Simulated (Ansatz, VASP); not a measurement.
# Eu: VASP beside Ansatz

The input INCAR:

```
SYSTEM = Eu
ALGO     = Normal         ! electronic algorithm
EDIFF    = 1E-7           ! SCF threshold, eV
ENCUT    = 520            ! plane-wave cutoff, eV
GGA      = PE             ! functional
ISIF     = 2              ! what is computed and relaxed
ISMEAR   = -1             ! smearing method
ISPIN    = 2              ! spin polarisation
LASPH    = .TRUE.         ! aspherical terms in the spheres
LCHARG   = .TRUE.         ! write CHGCAR
LELF     = .TRUE.         ! ELF
LMAXMIX  = 6              ! l up to which the mixer works
LORBIT   = 11             ! projections on sites
LREAL    = .FALSE.        ! projectors in reciprocal space
LVHAR    = .TRUE.       
LWAVE    = .FALSE.        ! write WAVECAR
MAGMOM   = 9.1            ! initial moments
NBANDS   = 18             ! bands
NELM     = 150            ! most SCF steps
PREC     = Accurate       ! precision mode
SIGMA    = 0.15           ! smearing width, eV
```

The input KPOINTS:

```
k-points
0
G
  7 7 7
  0 0 0
```

The input POSCAR:

```
Eu
1.0
    0.0000000000      2.7893030000      2.7893030000
    2.7893030000      0.0000000000      2.7893030000
    2.7893030000      2.7893030000      0.0000000000
Eu
1
Direct
    0.0000000000      0.0000000000      0.0000000000
```

Input for Ansatz:

```yaml
crystal:
  lattice:
    - [0.0, 2.789303, 2.789303]
    - [2.789303, 0.0, 2.789303]
    - [2.789303, 2.789303, 0.0]
  atoms:
    - { symbol: Eu, position: [0.0, 0.0, 0.0], spin: 9.1 }
kpoints:
  mp_grid:
    grid: [7, 7, 7]
hamiltonian:
  xc: pbe
  pseudopotentials:
    kind: paw
magnetization:
  spin_polarized: true
scf:
  occupations:
    method: fermi_dirac
    width: 0.15
output:
  forces: true
  eigenvalues: true
```

Alike in both runs: task single point; functional PBE; k mesh 7 × 7 × 7; occupations fermi-dirac, width 0.15 eV; collinear spin.

|  | VASP | Ansatz |
| --- | --- | --- |
| version | VASP 6.6.1 | Ansatz 0.2.0 |
| potentials or method | VASP PAW PBE potentials, release 64 (Eu) | plane waves, PAW |
| plane-wave cutoff (eV) | 520 | 420 |
| valence electrons in the cell | 17 | 17 |

```csv
,VASP,Ansatz,Ansatz less VASP
gap on the k mesh at the Fermi level (eV),none,none,-
net moment per atom (μB),7.45,7.46,+0.015
size of the moment on the site where the two differ most (μB),6.70,7.15,+0.452
```

Site moments also hang on the region over which each program counts them. A gap of «none» marks a metal or a gap that the smearing closes. Ansatz's warnings: given moment on shells.

Spin-orbit coupling is off throughout.
